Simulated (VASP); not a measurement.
PbS2:

```
Pb S
1.0
     1.90988    1.10267    5.89738
    -1.90988    1.10267    5.89738
     0.00000   -2.20534    5.89738
Pb S
1 2
Direct
  0.00000 0.00000 0.00000
  0.24725 0.24725 0.24725
  0.75275 0.75275 0.75275
```

Base run:

* Program: VASP 6.6.1
* Functional: r2SCAN
* Potentials or basis: VASP PAW PBE potentials, release 64 (Pb_d, S)
* Cutoff: 520 eV
* k mesh: 6 × 6 × 6
* Occupations: fermi-dirac, width 0.02 eV
* Spin: no spin polarisation

Its results: band gap on the k mesh 0.22 eV, indirect (least direct gap 0.37 eV); pressure 0.9 GPa; largest force 0.024 eV/Å.

Q: The run is repeated on the same cell with these changes: functional from r2SCAN to PBEsol. What comes out?

A: Band gap on the k mesh 0.06 eV, indirect (least direct gap 0.27 eV); pressure -0.2 GPa; largest force 0.037 eV/Å.

r2SCAN gives the wider gap, since meta-GGAs in the generalised Kohn-Sham scheme recover part of the derivative discontinuity.

Caveats: the PAW data sets were made with another functional, which shifts forces and pressure a little; spin-orbit coupling is left out, which moves the levels of the heavy elements.

A k mesh can miss the band edges.
